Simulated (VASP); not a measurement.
# WC (P-6m2) in VASP: further runs

WC is run at these levels: PBE; tasks: single point.

All numbers are computed with VASP 6.6.1; they aren't measurements. Logs are shortened: lines on timing, memory, paths and dates and some standing lists are left out, and cuts for length are marked.

## (1) The cell of the first run

The structure is hexagonal, space group P-6m2 (No. 187). The conventional cell has a = 2.839 Å, b = 2.839 Å, c = 2.774 Å, α = 90.00°, β = 90.00°, γ = 120.00°. Within 2.9 Å of W (site symmetry -6m2) lie 6 C at 2.15 Å and 8 W at 2.77 to 2.84 Å. C (site symmetry -6m2) has 6 W at 2.15 Å and 8 C at 2.77 to 2.84 Å within 2.9 Å.

## (2) Single point, PBE, collinear spin (9.68 Å³/atom)

File INCAR:

```
ALGO = Normal
EDIFF = 1E-6
ENCUT = 520
GGA = PE
ISIF = 2
ISMEAR = -1
ISPIN = 2
LASPH = True
LCHARG = False
LMAXMIX = 4
LORBIT = 11
LREAL = False
LWAVE = False
MAGMOM = 2 0
NBANDS = 20
NELM = 150
PREC = Accurate
SIGMA = 0.05
```

File KPOINTS:

```
k-points
0
Gamma
  18 18 16
```

File POSCAR:

```
WC
1.0
    2.8390364602      0.0000000000      0.0000000000
   -1.4195182301      2.4586776968      0.0000000000
    0.0000000000      0.0000000000      2.7736001082
W C
1 1
Direct
    0.0000000000      0.0000000000      0.0000000000
    0.6666666667      0.3333333333      0.5000000000
```

Potentials or basis: VASP PAW PBE potentials, release 64 (W_sv, C).

Launch:

```sh
$ cat potpaw_PBE.64/W_sv/POTCAR potpaw_PBE.64/C/POTCAR > POTCAR
$ mpirun -np 1 vasp_std > vasp.out
```

OUTCAR:

```text
EDIFF = 1E-6
   ENCUT = 520
   GGA = PE
   ISIF = 2
   ISMEAR = -1
   ISPIN = 2
   LASPH = True
   LORBIT = 11
   LREAL = False
   NELM = 150
   PREC = Accurate

 ion  position               nearest neighbor table
   1  0.000  0.000  0.000-   2 2.15   2 2.15   2 2.15   2 2.15   2 2.15   2 2.15
   2  0.667  0.333  0.500-   1 2.15   1 2.15   1 2.15   1 2.15   1 2.15   1 2.15

  LATTYP: Found a hexagonal cell.
 ALAT       =     2.8390364602
 C/A-ratio  =     0.9769512111

  Lattice vectors:

 A1 = (   2.8390364602,   0.0000000000,   0.0000000000)
 A2 = (  -1.4195182301,   2.4586776968,   0.0000000000)
 A3 = (   0.0000000000,   0.0000000000,   2.7736001082)

Analysis of symmetry for initial positions (statically):
=====================================================================
 Subroutine PRICEL returns:
 Original cell was already a primitive cell.

 Routine SETGRP: Setting up the symmetry group for a
 hexagonal supercell.

 Subroutine GETGRP returns: Found 12 space group operations
 (whereof 12 operations were pure point group operations)
 out of a pool of 24 trial point group operations.

The static configuration has the point symmetry D_3h.

Analysis of symmetry for dynamics (positions and initial velocities):
=====================================================================
 Subroutine PRICEL returns:
 Original cell was already a primitive cell.

 Routine SETGRP: Setting up the symmetry group for a
 hexagonal supercell.

 Subroutine GETGRP returns: Found 12 space group operations
 (whereof 12 operations were pure point group operations)
 out of a pool of 24 trial point group operations.

The dynamic configuration has the point symmetry D_3h.

Analysis of structural, dynamic, and magnetic symmetry:
=====================================================================
 Subroutine PRICEL returns:
 Original cell was already a primitive cell.

 Routine SETGRP: Setting up the symmetry group for a
 hexagonal supercell.

 Subroutine GETGRP returns: Found 12 space group operations
 (whereof 12 operations were pure point group operations)
 out of a pool of 24 trial point group operations.

The overall configuration has the point symmetry D_3h.

 Subroutine INISYM returns: Found 12 space group operations
 (whereof 12 operations are pure point group operations),
 and found     1 'primitive' translations

----------------------------------------------------------------------------------------
[... 115 lines left out ...]
  Fermi-wavevector in a.u.,A,eV,Ry     =   1.597816  3.019435 34.735906  2.553017
  Thomas-Fermi vector in A             =   2.695363
   LORBIT       =     11    0 simple, 1 ext, 2 COOP (PROOUT), +10 PAW based schemes
   GGA     = PE    functional components
   LHFCALC =     F    Hartree Fock is set to
   AEXX    =    0.0000 exact exchange contribution
   IVDW    =     0    specifies the selected vdW correction
   LEPSILON=     F    determine dielectric tensor
   LRPA    =     F    only Hartree local field effects (RPA)
 spin polarized calculation
  energy-cutoff  :      520.00
  volume of cell :       19.36
 maximum number of plane-waves:       537
 NGX is ok and might be reduce to    24
   NGX = 11   NGY = 11   NGZ = 11

 number of electron      18.0000001 magnetization      -0.0006751

 number of electron      18.0000001 magnetization       0.0002611

 Free energy of the ion-electron system (eV)
  ---------------------------------------------------
  ext. energy  EPLUGINS =         0.00000000
  ---------------------------------------------------
  free energy    TOTEN  =       -22.24751003 eV

  energy without entropy =      -22.24519577  energy(sigma->0) =      -22.24635290

 E-fermi :  12.1236     XC(G=0): -14.1908

 val. band max:       12.0865696131   @ k =   0.3333   0.2222   0.0000
 cond. band min:      12.1391023615   @ k =   0.0000   0.0000   0.3125
 fundamental gap:      0.0525327484
 Fermi energy:        12.1236294300

 spin component 1

 k-point     1 :       0.0000    0.0000    0.0000
  band No.  band energies     occupation
      1     -61.7572      1.00000
      2     -25.7357      1.00000
      3     -25.6061      1.00000
      4     -25.6061      1.00000
      5      -2.8888      1.00000
      6       7.3723      1.00000
[... 541 lines left out ...]
     19      37.7018      0.00000
     20      40.3294      0.00000

 [... further k-points ...]

 spin component 2

 k-point     1 :       0.0000    0.0000    0.0000
  band No.  band energies     occupation
      1     -61.7586      1.00000
      2     -25.7364      1.00000
      3     -25.6067      1.00000
      4     -25.6067      1.00000
      5      -2.8888      1.00000
      6       7.3722      1.00000
[... 541 lines left out ...]
     19      37.7017      0.00000
     20      40.3293      0.00000

 [... further k-points ...]

------------------------ aborting loop because EDIFF is reached ----------------------------------------

  FORCE on cell =-STRESS in cart. coord.  units (eV):
  Direction    XX          YY          ZZ          XY          YZ          ZX
  --------------------------------------------------------------------------------------
  -------------------------------------------------------------------------------------
  Total        4.6560152      4.6560152      5.1567414      0.0000000     -0.0000000      0.0000000
  in kB      385.3084691    385.3084691    426.7460614      0.0000000     -0.0000000      0.0000000
  external PRESSURE =     399.1209999 kB  Pullay stress =       0.0000000 kB

 VOLUME and BASIS-vectors are now :
 -----------------------------------------------------------------------------
  energy-cutoff  :      520.00
  volume of cell :       19.36
      direct lattice vectors                 reciprocal lattice vectors
     2.839036460  0.000000000  0.000000000     0.352232179  0.203361344  0.000000000
    -1.419518230  2.458677697  0.000000000     0.000000000  0.406722687  0.000000000
     0.000000000  0.000000000  2.773600108     0.000000000  0.000000000  0.360542241

 POSITION                                       TOTAL-FORCE (eV/Angst)
 -----------------------------------------------------------------------------------
      0.00000      0.00000      0.00000         0.000000      0.000000      0.000000
      1.41952      0.81956      1.38680        -0.000000      0.000000      0.000000
 -----------------------------------------------------------------------------------
    total drift:                               -0.000000      0.000000      0.000000

  FREE ENERGIE OF THE ION-ELECTRON SYSTEM (eV)
  ---------------------------------------------------
  free  energy   TOTEN  =       -22.2475100302 eV

  energy  without entropy=      -22.2451957669  energy(sigma->0) =      -22.24635290

 total charge

# of ion       s       p       d       tot
------------------------------------------
    1        2.369   6.484   3.532  12.384
    2        0.865   1.637   0.000   2.501
--------------------------------------------------
tot          3.234   8.121   3.532  14.886

 magnetization (x)

# of ion       s       p       d       tot
------------------------------------------
    1       -0.000  -0.000  -0.000  -0.000
    2        0.000   0.000   0.000   0.000
--------------------------------------------------
tot          0.000   0.000  -0.000   0.000
```

OSZICAR:

```text
N       E                     dE             d eps       ncg     rms          rms(c)
DAV:   1     0.124362672737E+03    0.12436E+03   -0.85986E+03 26720   0.101E+03
DAV:   2    -0.202557455991E+02   -0.14462E+03   -0.13794E+03 28680   0.301E+02
DAV:   3    -0.247950178146E+02   -0.45393E+01   -0.44988E+01 30596   0.498E+01
DAV:   4    -0.248141377279E+02   -0.19120E-01   -0.19118E-01 29428   0.348E+00
DAV:   5    -0.248142066610E+02   -0.68933E-04   -0.68932E-04 30504   0.211E-01    0.384E+01
DAV:   6    -0.222682704912E+02    0.25459E+01   -0.32550E+00 31308   0.206E+01    0.117E+01
DAV:   7    -0.222721985572E+02   -0.39281E-02   -0.38491E-01 28224   0.417E+00    0.810E+00
DAV:   8    -0.222545853736E+02    0.17613E-01   -0.21372E-02 30292   0.109E+00    0.371E+00
DAV:   9    -0.222470321972E+02    0.75532E-02   -0.38267E-03 29200   0.526E-01    0.433E-01
DAV:  10    -0.222474942651E+02   -0.46207E-03   -0.53029E-04 29536   0.195E-01    0.133E-01
DAV:  11    -0.222475027865E+02   -0.85214E-05   -0.10320E-04 29856   0.934E-02    0.821E-02
DAV:  12    -0.222475105771E+02   -0.77906E-05   -0.14828E-05 29548   0.386E-02    0.873E-03
DAV:  13    -0.222475100302E+02    0.54689E-06   -0.16349E-06 23908   0.135E-02
   1 F= -.22247510E+02 E0= -.22246353E+02  d E =-.231426E-02  mag=     0.0002
```

Run time: 2.1 min. Hardware: 1 thread of AMD EPYC 9R45 (Zen 5), shared host; peak memory 0.28 GiB.

Results:

* Free energy: -22.2475 eV
* Pressure: 39.9 GPa
* Band gap on the k mesh: zero (filled and empty bands overlap)
* Net moment: 0.00 μB per cell
* Valence electrons inside the program's atomic spheres: W 12.38; C 2.50

Stress tensor (GPa, compression positive):
```
38.53  0.00  0.00
 0.00 38.53  0.00
 0.00  0.00 42.67
```

Caveat: the cell stands under pressure; spin-orbit coupling is left out, which moves the levels of the heavy elements.

## (3) Single point, PBE, collinear spin (9.89 Å³/atom)

This run uses another cell than the first one, of 9.89 Å³/atom.

File INCAR:

```
  ALGO = Normal
  EDIFF = 1E-6
  ENCUT = 520
  GGA = PE
  ISIF = 2
  ISMEAR = -1
  ISPIN = 2
  LASPH = T
  LCHARG = F
  LMAXMIX = 4
  LORBIT = 11
  LREAL = F
  LWAVE = F
  MAGMOM = 2 0
  NBANDS = 20
  NELM = 150
  PREC = Accurate
  SIGMA = 0.05
```

KPOINTS is that of step 2.

File POSCAR:

```
WC
1.0
    2.8590303335      0.0000000000      0.0000000000
   -1.4295151667      2.4759928990      0.0000000000
    0.0000000000      0.0000000000      2.7931331469
W C
1 1
Direct
    0.0000000000      0.0000000000      0.0000000000
    0.6666666667      0.3333333333      0.5000000000
```

Potentials or basis: VASP PAW PBE potentials, release 64 (W_sv, C).

Launch:

```sh
$ cat potpaw_PBE.64/W_sv/POTCAR potpaw_PBE.64/C/POTCAR > POTCAR
$ mpirun -np 1 vasp_std > vasp.out
```

Wall time 2.1 min (1 thread of AMD EPYC 9R45 (Zen 5), shared host); peak memory 0.28 GiB.

The run converged. Its results:

| Quantity | Value |
| --- | --- |
| Free energy | -22.3361 eV |
| Pressure | 28.8 GPa |
| Band gap on the k mesh | zero (filled and empty bands overlap) |
| Net moment | 0.00 μB per cell |
| Valence electrons inside the program's atomic spheres | W 12.32; C 2.48 |

Stress tensor (GPa, compression positive):
```
27.97  0.00  0.00
 0.00 27.97  0.00
 0.00  0.00 30.53
```

Levels at points of the mesh, in eV from the Fermi level:
Spin up:
```csv
k point,band 5,band 6,band 7,band 8,band 9,band 10,band 11,band 12,band 13,band 14
"(0.00, 0.00, 0.00)",-14.84,-4.62,-3.55,-3.55,0.07,3.45,3.45,5.88,5.88,6.69
"(0.50, 0.00, 0.00)",-11.34,-7.27,-3.86,-3.82,-0.50,2.48,4.83,5.22,7.13,10.03
"(0.00, 0.00, 0.50)",-10.52,-8.98,-2.15,-2.15,-0.66,-0.66,3.84,4.64,4.64,10.27
"(0.50, 0.00, 0.50)",-11.67,-6.78,-4.58,-4.32,0.37,4.75,5.68,7.07,9.69,10.84
```
Spin down:
```
           k point  band 7  band 8  band 9  band 10  band 11  band 12
(0.00, 0.00, 0.00)   -3.55   -3.55    0.07     3.45     3.45     5.88
(0.50, 0.00, 0.00)   -3.86   -3.82   -0.50     2.48     4.83     5.22
(0.00, 0.00, 0.50)   -2.15   -2.15   -0.66    -0.66     3.84     4.64
(0.50, 0.00, 0.50)   -4.58   -4.32    0.37     4.75     5.67     7.07
```

Caveat: the cell stands under pressure; spin-orbit coupling is left out, which moves the levels of the heavy elements.

## (4) Single point, PBE, collinear spin (z stretched by -3 %, then relaxed in part)

File INCAR:

```
SYSTEM = WC
ALGO = Normal
EDIFF = 1E-6
ENCUT = 520
GGA = PE
ISIF = 2
ISMEAR = -1
ISPIN = 2
LASPH = .TRUE.
LCHARG = .FALSE.
LMAXMIX = 4
LORBIT = 11
LREAL = .FALSE.
LWAVE = .FALSE.
MAGMOM = 2 0
NBANDS = 20
NELM = 150
PREC = Accurate
SIGMA = 0.05
```

File KPOINTS:

```
k-points
0
G
  18 18 16
  0 0 0
```

File POSCAR:

```
WC
1.0
    2.8982000000      0.0000000000      0.0000000000
   -1.4491000000      2.5099148252      0.0000000000
    0.0000000000      0.0000000000      2.7464580000
W C
1 1
Direct
    0.0000000000      0.0000000000      0.0000000000
    0.6666666667      0.3333333333      0.5000000000
```

Launch:

```sh
$ cat potpaw_PBE.64/W_sv/POTCAR potpaw_PBE.64/C/POTCAR > POTCAR
$ mpirun -np 1 vasp_std > vasp.out
```

Run time: 1.8 min. Hardware: 1 thread of AMD EPYC 9R45 (Zen 5), shared host; peak memory 0.27 GiB.

Results (log left out):

```
Free energy                                           : -22.3346 eV
Pressure                                              : 25.4 GPa
Band gap on the k mesh                                : zero (filled and empty bands overlap)
Net moment                                            : 0.00 μB per cell
Valence electrons inside the program's atomic spheres : W 12.30; C 2.48
```

Stress tensor (GPa, compression positive):
```
16.70  0.00  0.00
 0.00 16.70  0.00
 0.00  0.00 42.77
```

Levels at points of the mesh, in eV from the Fermi level:
Spin up:
```csv
k point,band 5,band 6,band 7,band 8,band 9,band 10,band 11,band 12,band 13,band 14
"(0.00, 0.00, 0.00)",-14.79,-4.54,-3.75,-3.75,0.37,3.46,3.46,5.94,5.94,6.32
"(0.50, 0.00, 0.00)",-11.43,-7.29,-3.80,-3.46,-0.71,2.58,4.54,4.78,7.23,10.23
"(0.00, 0.00, 0.50)",-10.36,-8.88,-2.44,-2.44,-0.63,-0.63,4.33,4.43,4.43,10.33
"(0.50, 0.00, 0.50)",-11.62,-6.72,-4.77,-4.22,0.39,4.47,5.76,6.96,9.54,10.84
```
Spin down:
```tsv
k point	band 5	band 6	band 7	band 8	band 9	band 10	band 11	band 12	band 13	band 14
(0.00, 0.00, 0.00)	-14.79	-4.54	-3.75	-3.75	0.37	3.46	3.46	5.94	5.94	6.32
(0.50, 0.00, 0.00)	-11.43	-7.29	-3.80	-3.46	-0.71	2.58	4.54	4.78	7.23	10.23
(0.00, 0.00, 0.50)	-10.36	-8.88	-2.44	-2.44	-0.63	-0.63	4.33	4.43	4.43	10.33
(0.50, 0.00, 0.50)	-11.62	-6.72	-4.77	-4.22	0.39	4.47	5.76	6.96	9.54	10.84
```

Caveat: the cell differs from its parent crystal (z stretched by -3 %, then relaxed in part); the cell stands under pressure; spin-orbit coupling is left out, which moves the levels of the heavy elements.

## (5) The runs side by side

| cell | gap on the mesh (eV) | pressure (GPa) | moment (μB) |
| --- | --- | --- | --- |
| a = 2.839, b = 2.839, c = 2.774 Å, angles 90.0, 90.0, 120.0°, 2 atoms | none | 39.9 | 0.00 |
| a = 2.859, b = 2.859, c = 2.793 Å, angles 90.0, 90.0, 120.0°, 2 atoms | none | 28.8 | 0.00 |
| a = 2.898, b = 2.898, c = 2.746 Å, angles 90.0, 90.0, 120.0°, 2 atoms | none | 25.4 | 0.00 |

Alike in all rows: task single point; level PBE; potentials or basis VASP PAW PBE potentials, release 64 (W_sv, C); spin collinear; k mesh 18 × 18 × 16; cutoff (eV) 520; smearing fermi-dirac 0.05 eV.

Caveats: the cell stands under pressure; spin-orbit coupling is left out, which moves the levels of the heavy elements.

Absolute energies hang on the potentials; compare differences alone.
